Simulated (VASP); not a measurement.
# ZnF2 (P4_2/mnm) in VASP: a series of runs

ZnF2 is run at these levels: PBE; tasks: single point.

All numbers are computed with VASP 6.6.1; they aren't measurements. Logs are shortened: lines on timing, memory, paths and dates and some standing lists are left out, and cuts for length are marked.

### 1 The cell of the first run

It takes space group P4_2/mnm (No. 136, tetragonal). Conventional cell: a = 4.554 Å, b = 4.554 Å, c = 3.104 Å, α = 90.00°, β = 90.00°, γ = 90.00°. Zn (site symmetry mmm) has 6 F at 1.95 to 2.01 Å within 2.6 Å. F (site symmetry m2m) has 3 Zn at 1.95 to 2.01 Å and 1 F at 2.55 Å within 2.6 Å.

### 2 Single point, PBE (volume scaled by 0.88, then relaxed in part)

INCAR

```
ALGO = Normal
EDIFF = 1E-6
ENCUT = 600
GGA = PE
GGA_COMPAT = False
ISIF = 2
ISMEAR = 0
LASPH = True
LCHARG = False
LREAL = False
LWAVE = False
NBANDS = 35
NELM = 120
PREC = Accurate
SIGMA = 0.02
```

KPOINTS

```
k-points
0
Gamma
  6 6 8
```

POSCAR

```
ZnF2
1.0
    4.5543691469      0.0000000000      0.0000000000
    0.0000000000      4.5543691469      0.0000000000
    0.0000000000      0.0000000000      3.1040303747
Zn F
2 4
Direct
    0.0000000000      0.0000000000      0.0000000000
    0.5000000000      0.5000000000      0.5000000000
    0.3021532174      0.3021532174      0.0000000000
    0.1978467826      0.8021532174      0.5000000000
    0.6978467826      0.6978467826      0.0000000000
    0.8021532174      0.1978467826      0.5000000000
```

Potentials or basis: VASP PAW PBE potentials, release 64 (Zn, F).

The run is started by

```
$ cat potpaw_PBE.64/Zn/POTCAR potpaw_PBE.64/F/POTCAR > POTCAR
$ mpirun -np 1 vasp_std > vasp.out
```

OUTCAR:

```text
EDIFF = 1E-6
   ENCUT = 600
   GGA = PE
   ISIF = 2
   ISMEAR = 0
   LASPH = True
   LREAL = False
   NELM = 120
   PREC = Accurate

 ion  position               nearest neighbor table
   1  0.000  0.000  0.000-   3 1.95   5 1.95   4 2.01   6 2.01   4 2.01   6 2.01
   2  0.500  0.500  0.500-   4 1.95   6 1.95   5 2.01   3 2.01   3 2.01   5 2.01
   3  0.302  0.302  0.000-   1 1.95   2 2.01   2 2.01
   4  0.198  0.802  0.500-   2 1.95   1 2.01   1 2.01
   5  0.698  0.698  0.000-   1 1.95   2 2.01   2 2.01
   6  0.802  0.198  0.500-   2 1.95   1 2.01   1 2.01

  LATTYP: Found a simple tetragonal cell.
 ALAT       =     4.5543691469
 C/A-ratio  =     0.6815500181

  Lattice vectors:

 A1 = (   4.5543691469,   0.0000000000,   0.0000000000)
 A2 = (   0.0000000000,   4.5543691469,   0.0000000000)
 A3 = (   0.0000000000,   0.0000000000,   3.1040303747)

Analysis of symmetry for initial positions (statically):
=====================================================================
 Subroutine PRICEL returns:
 Original cell was already a primitive cell.

 Routine SETGRP: Setting up the symmetry group for a
 simple tetragonal supercell.

 Subroutine GETGRP returns: Found 16 space group operations
 (whereof  8 operations were pure point group operations)
 out of a pool of 16 trial point group operations.

The static configuration has the point symmetry D_2h.
 The point group associated with its full space group is D_4h.

Analysis of symmetry for dynamics (positions and initial velocities):
=====================================================================
 Subroutine PRICEL returns:
 Original cell was already a primitive cell.

 Routine SETGRP: Setting up the symmetry group for a
 simple tetragonal supercell.

 Subroutine GETGRP returns: Found 16 space group operations
 (whereof  8 operations were pure point group operations)
 out of a pool of 16 trial point group operations.

The dynamic configuration has the point symmetry D_2h.
 The point group associated with its full space group is D_4h.

 Subroutine INISYM returns: Found 16 space group operations
 (whereof  8 operations are pure point group operations),
 and found     1 'primitive' translations

[... 89 lines left out ...]
   ions per type =               2   4
   NGX,Y,Z   is equivalent  to a cutoff of  13.14, 13.14, 15.00 a.u.
   NGXF,Y,Z  is equivalent  to a cutoff of  26.28, 26.28, 29.99 a.u.
 SYSTEM =  unknown system
   PREC   = accura    normal or accurate (medium, high low for compatibility)
   ISTART =      0    job   : 0-new  1-cont  2-samecut
   ICHARG =      2    charge: 1-file 2-atom 10-const
   ISPIN  =      1    spin polarized calculation?
   LNONCOLLINEAR =      F non collinear calculations
   LSORBIT =      F    spin-orbit coupling
   LASPH  =      T    aspherical Exc in radial PAW
   ENCUT  =  600.0 eV  44.10 Ry    6.64 a.u.   9.10  9.10  6.20*2*pi/ulx,y,z
   NELM   =    120;   NELMIN=  2; NELMDL= -5     # of ELM steps
   EDIFF  = 0.1E-05   stopping-criterion for ELM
   LREAL  =      F    real-space projection
[... 7 lines left out ...]
   TEBEG  =    0.0;   TEEND  =   0.0 temperature during run
   PSTRESS=    0.0 pullay stress
   NELECT =      52.0000    total number of electrons
   NUPDOWN=      -1.0000    fix difference up-down
   EMIN   =  10.00;   EMAX   =-10.00  energy-range for DOS
   EFERMI =   0.00;   METHOD = LEGACY
   ISMEAR =     0;   SIGMA  =   0.02  broadening in eV -4-tet -1-fermi 0-gaus
   EFERMI_NEDOS =   21; number of points for ismear=-14 and -15
   IALGO  =     38    algorithm
   IMIX   =      4    mixing-type and parameters
     AMIX     =   0.40;   BMIX     =  1.00
     AMIX_MAG =   1.60;   BMIX_MAG =  1.00
  volume/ion in A,a.u.               =      10.73        72.41
  Fermi-wavevector in a.u.,A,eV,Ry     =   1.524574  2.881027 31.624368  2.324325
  Thomas-Fermi vector in A             =   2.632862
   LORBIT       =      0    0 simple, 1 ext, 2 COOP (PROOUT), +10 PAW based schemes
   GGA     = PE    functional components
   LHFCALC =     F    Hartree Fock is set to
   AEXX    =    0.0000 exact exchange contribution
   IVDW    =     0    specifies the selected vdW correction
   LEPSILON=     F    determine dielectric tensor
   LRPA    =     F    only Hartree local field effects (RPA)
 non-spin polarized calculation
 Gauss-broadening in eV      SIGMA  =   0.02
  energy-cutoff  :      600.00
  volume of cell :       64.38
 maximum number of plane-waves:      2168
   NGX = 19   NGY = 19   NGZ = 13

 number of electron      52.0000015 magnetization

 Free energy of the ion-electron system (eV)
  ---------------------------------------------------
  ext. energy  EPLUGINS =         0.00000000
  ---------------------------------------------------
  free energy    TOTEN  =       -22.78968017 eV

  energy without entropy =      -22.78968017  energy(sigma->0) =      -22.78968017

 E-fermi :  -0.1294     XC(G=0): -10.6845

 val. band max:       -0.2097421484   @ k =   0.0000   0.0000   0.0000
 cond. band min:       3.3447446973   @ k =   0.0000   0.0000   0.0000
 fundamental gap:      3.5544868457
 Fermi energy:        -0.1293525474

 k-point     1 :       0.0000    0.0000    0.0000
  band No.  band energies     occupation
      1     -22.8732      2.00000
      2     -21.9337      2.00000
      3     -21.9337      2.00000
      4     -21.8918      2.00000
      5      -7.2697      2.00000
      6      -6.2358      2.00000
[... 901 lines left out ...]
     34      14.1820      0.00000
     35      16.3098      0.00000

 [... further k-points ...]
[... 5 lines left out ...]
  --------------------------------------------------------------------------------------
  -------------------------------------------------------------------------------------
  Total        7.0523085      7.0523085      7.1550145      0.0000000      0.0000000      0.0000000
  in kB      175.4928661    175.4928661    178.0486484      0.0000000      0.0000000      0.0000000
  external PRESSURE =     176.3447935 kB  Pullay stress =       0.0000000 kB

 VOLUME and BASIS-vectors are now :
 -----------------------------------------------------------------------------
  energy-cutoff  :      600.00
  volume of cell :       64.38
      direct lattice vectors                 reciprocal lattice vectors
     4.554369147  0.000000000  0.000000000     0.219569378  0.000000000  0.000000000
     0.000000000  4.554369147  0.000000000     0.000000000  0.219569378  0.000000000
     0.000000000  0.000000000  3.104030375     0.000000000  0.000000000  0.322161796

 POSITION                                       TOTAL-FORCE (eV/Angst)
 -----------------------------------------------------------------------------------
      0.00000      0.00000      0.00000         0.000000      0.000000      0.000000
      2.27718      2.27718      1.55202         0.000000      0.000000      0.000000
      1.37612      1.37612      0.00000         0.014040      0.014040     -0.000000
      0.90107      3.65330      1.55202        -0.014040      0.014040     -0.000000
      3.17825      3.17825      0.00000        -0.014040     -0.014040      0.000000
      3.65330      0.90107      1.55202         0.014040     -0.014040      0.000000
 -----------------------------------------------------------------------------------
    total drift:                                0.000000      0.000000      0.000000

  FREE ENERGIE OF THE ION-ELECTRON SYSTEM (eV)
  ---------------------------------------------------
  free  energy   TOTEN  =       -22.7896801664 eV

  energy  without entropy=      -22.7896801664  energy(sigma->0) =      -22.78968017
```

OSZICAR:

```text
N       E                     dE             d eps       ncg     rms          rms(c)
DAV:   1     0.645368924939E+03    0.64537E+03   -0.29539E+04  3564   0.231E+03
DAV:   2     0.517700127609E+02   -0.59360E+03   -0.55707E+03  3682   0.543E+02
DAV:   3    -0.235065413615E+02   -0.75277E+02   -0.74445E+02  3888   0.192E+02
DAV:   4    -0.254316863584E+02   -0.19251E+01   -0.19206E+01  4109   0.320E+01
DAV:   5    -0.254446775511E+02   -0.12991E-01   -0.12989E-01  4008   0.276E+00    0.160E+01
DAV:   6    -0.227130766024E+02    0.27316E+01   -0.56616E+00  5047   0.395E+01    0.989E+00
DAV:   7    -0.228113887631E+02   -0.98312E-01   -0.19287E+00  3670   0.942E+00    0.578E+00
DAV:   8    -0.228256076490E+02   -0.14219E-01   -0.37370E-01  5289   0.134E+01    0.144E+00
DAV:   9    -0.227866556489E+02    0.38952E-01   -0.11802E-01  5381   0.120E+01    0.266E-01
DAV:  10    -0.227899808286E+02   -0.33252E-02   -0.29552E-02  3702   0.117E+00    0.194E-01
DAV:  11    -0.227896414420E+02    0.33939E-03   -0.76752E-04  5296   0.755E-01    0.896E-02
DAV:  12    -0.227896893554E+02   -0.47913E-04   -0.62672E-04  4788   0.262E-01    0.279E-02
DAV:  13    -0.227896789952E+02    0.10360E-04   -0.53799E-05  4622   0.216E-01    0.102E-02
DAV:  14    -0.227896809443E+02   -0.19492E-05   -0.30513E-05  5363   0.735E-02    0.813E-03
DAV:  15    -0.227896801664E+02    0.77794E-06   -0.21299E-06  2491   0.356E-02
   1 F= -.22789680E+02 E0= -.22789680E+02  d E =-.377142E-11
```

It took 87 s on 1 thread of AMD EPYC 9R45 (Zen 5), shared host; peak memory 0.22 GiB.

What came out:

```yaml
Free_energy: -22.7897 eV
Pressure: 17.6 GPa
Largest_force: 0.020 eV/Å
Band_gap_on_the_k_mesh: 3.55 eV, direct
```

Forces in eV/Å, atoms in the order of the input:
```
Zn   0.000  0.000  0.000
Zn   0.000  0.000  0.000
F    0.014  0.014  0.000
F   -0.014  0.014  0.000
F   -0.014 -0.014  0.000
F    0.014 -0.014  0.000
```

### 3 Single point, PBE (volume scaled by 0.91, then relaxed in part)

INCAR

```
PREC = Accurate
ENCUT = 600
EDIFF = 1E-6
ISMEAR = 0
SIGMA = 0.02
LREAL = False
LASPH = True
NELM = 120
ALGO = Normal
ISIF = 2
LWAVE = False
LCHARG = True
GGA = PE
LELF = True
LVHAR = True
NBANDS = 35
GGA_COMPAT = False
```

KPOINTS

```
Automatic mesh
0
Gamma
  6 6 8
```

POSCAR

```
ZnF2
1.0
    4.6171657933      0.0000000000      0.0000000000
    0.0000000000      4.6171657933      0.0000000000
    0.0000000000      0.0000000000      3.1231309995
Zn F
2 4
Direct
    0.0000000000      0.0000000000      0.0000000000
    0.5000000000      0.5000000000      0.5000000000
    0.3022467001      0.3022467001      0.0000000000
    0.1977532999      0.8022467001      0.5000000000
    0.6977532999      0.6977532999      0.0000000000
    0.8022467001      0.1977532999      0.5000000000
```

Potentials or basis: VASP PAW PBE potentials, release 64 (Zn, F).

The run is started by

```
$ cat potpaw_PBE.64/Zn/POTCAR potpaw_PBE.64/F/POTCAR > POTCAR
$ mpirun -np 1 vasp_std > vasp.out
```

It took 91 s on 1 thread of AMD EPYC 9R45 (Zen 5), shared host; peak memory 0.23 GiB.

Results (log left out):

```yaml
Free_energy: -22.9998 eV
Pressure: 12.2 GPa
Largest_force: 0.013 eV/Å
Band_gap_on_the_k_mesh: 3.51 eV, direct
```

Forces on the atoms (eV/Å):
```
Zn   0.000  0.000  0.000
Zn   0.000  0.000  0.000
F    0.009  0.009  0.000
F   -0.009  0.009  0.000
F   -0.009 -0.009  0.000
F    0.009 -0.009  0.000
```

Stress tensor (GPa, compression positive):
```
12.12  0.00  0.00
 0.00 12.12  0.00
 0.00  0.00 12.38
```

Levels at points of the mesh, in eV from the valence-band top:
```csv
k point,band 24,band 25,band 26,band 27,band 28,band 29
"(0.00, 0.00, 0.00)",-0.48,-0.48,0.00,3.51,9.55,9.59
"(0.50, 0.00, 0.00)",-0.71,-0.58,-0.58,6.21,6.21,10.54
"(0.50, 0.50, 0.00)",-1.45,-0.49,-0.49,7.21,7.21,9.19
"(0.00, 0.00, 0.50)",-1.42,-1.34,-1.34,8.36,8.36,12.09
"(0.50, 0.00, 0.50)",-1.52,-0.11,-0.11,8.95,8.95,10.40
"(0.50, 0.50, 0.50)",-1.42,-0.83,-0.83,8.24,8.24,11.51
```

 A k mesh can miss the band edges.

(Part 1 of 2 ends here.)
